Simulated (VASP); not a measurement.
MoS2, 3 atoms in the cell. It takes space group R3m (No. 160, trigonal). Conventional cell: a = 3.185 Å, b = 3.185 Å, c = 19.488 Å, α = 90.00°, β = 90.00°, γ = 120.00°. Mo (site symmetry 3m) has 6 S at 2.41 Å and 6 Mo at 3.19 Å within 3.2 Å. Within 3.2 Å of S (site symmetry 3m) lie 3 Mo at 2.41 Å and 7 S at 3.10 to 3.19 Å. Within 3.2 Å of S (site symmetry 3m) lie 3 Mo at 2.41 Å and 7 S at 3.10 to 3.19 Å. 

| Quantity | Value |
| --- | --- |
| Program | VASP 6.6.1 |
| Task | single point |
| Functional | r2SCAN |
| Potentials or basis | VASP PAW PBE potentials, release 64 (Mo_sv, S) |
| Cutoff | 520 eV |
| k mesh | 8 × 8 × 8 |
| Occupations | methfessel-paxton, width 0.0294 eV |
| Spin | no spin polarisation |
| Dipole correction | no |
| Further INCAR settings | ALGO = Normal; EDIFF = 1e-06; NBANDS = 20 |

Potentials or basis: VASP PAW PBE potentials, release 64 (Mo_sv, S).

Run with:

```console
$ cat potpaw_PBE.64/Mo_sv/POTCAR potpaw_PBE.64/S/POTCAR > POTCAR
$ cp INCAR.step1 INCAR
$ mpirun -np 1 vasp_std > vasp.out
$ cp INCAR.step2 INCAR
$ mpirun -np 1 vasp_std > vasp.out
```

Hardware: 1 thread of Intel(R) Xeon(R) 6975P-C (Granite Rapids), with other jobs on the host.

How long does it take, and how much memory?

Wall time 7.1 min on 1 thread of Intel(R) Xeon(R) 6975P-C (Granite Rapids) (shared host), peak memory 0.41 GiB. Counts: k points 65.
